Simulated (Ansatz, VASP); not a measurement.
# One calculation of Ti4C3, two programs

File INCAR:

```
  ALGO = Normal
  EDIFF = 1E-6
  ENCUT = 600
  GGA = PE
  GGA_COMPAT = F
  ISIF = 2
  ISMEAR = 0
  LASPH = T
  LCHARG = F
  LREAL = F
  LWAVE = F
  NBANDS = 39
  NELM = 120
  PREC = Accurate
  SIGMA = 0.1
```

File KPOINTS:

```
k-points
0
Gamma
  4 4 4
```

File POSCAR:

```
Ti4C3
1.0
    4.3094260820      0.0000000000      0.0000000000
    0.0000000000      4.3094260820      0.0000000000
    0.0000000000      0.0000000000      4.3094260820
Ti C
4 3
Direct
    0.5000000000      0.5000000000      0.5000000000
    0.0000000000      0.5000000000      0.0000000000
    0.0000000000      0.0000000000      0.5000000000
    0.5000000000      0.0000000000      0.0000000000
    0.5000000000      0.0000000000      0.5000000000
    0.5000000000      0.5000000000      0.0000000000
    0.0000000000      0.5000000000      0.5000000000
```

Input for Ansatz:

```yaml
crystal:
  lattice:
    - [4.309426082, 0.0, 0.0]
    - [0.0, 4.309426082, 0.0]
    - [0.0, 0.0, 4.309426082]
  atoms:
    - { symbol: Ti, position: [0.5, 0.5, 0.5] }
    - { symbol: Ti, position: [0.0, 0.5, 0.0] }
    - { symbol: Ti, position: [0.0, 0.0, 0.5] }
    - { symbol: Ti, position: [0.5, 0.0, 0.0] }
    - { symbol: C, position: [0.5, 0.0, 0.5] }
    - { symbol: C, position: [0.5, 0.5, 0.0] }
    - { symbol: C, position: [0.0, 0.5, 0.5] }
basis:
  ecutwfc: 420
kpoints:
  mp_grid: { grid: [4, 4, 4] }
hamiltonian:
  xc: pbe
scf:
  occupations: { method: gaussian, width: 0.1 }
  lower_state_search: "off"
output:
  forces: true
  stress: true
  eigenvalues: true
```

Alike in both runs: task single point; functional PBE; k mesh 4 × 4 × 4; occupations gaussian, width 0.1 eV; no spin polarisation.

|  | VASP | Ansatz |
| --- | --- | --- |
| version | VASP 6.6.1 | Ansatz 0.2.0 |
| potentials or method | VASP PAW PBE potentials, release 64 (Ti_sv, C), cutoff 600 eV | scalar-relativistic, plane waves, PAW |
| valence electrons in the cell | 60 | 60 |

VASP gave:

```
gap on the k mesh at the Fermi level (eV) : none
pressure (GPa)                            : 0.1
```

Problem. Estimate Ansatz's values.

Solution. gap on the k mesh at the Fermi level (eV): none; pressure (GPa): 0.0.

A gap of «none» marks a metal or a gap that the smearing closes.

The k mesh is coarse, so the values compare programs but aren't converged.
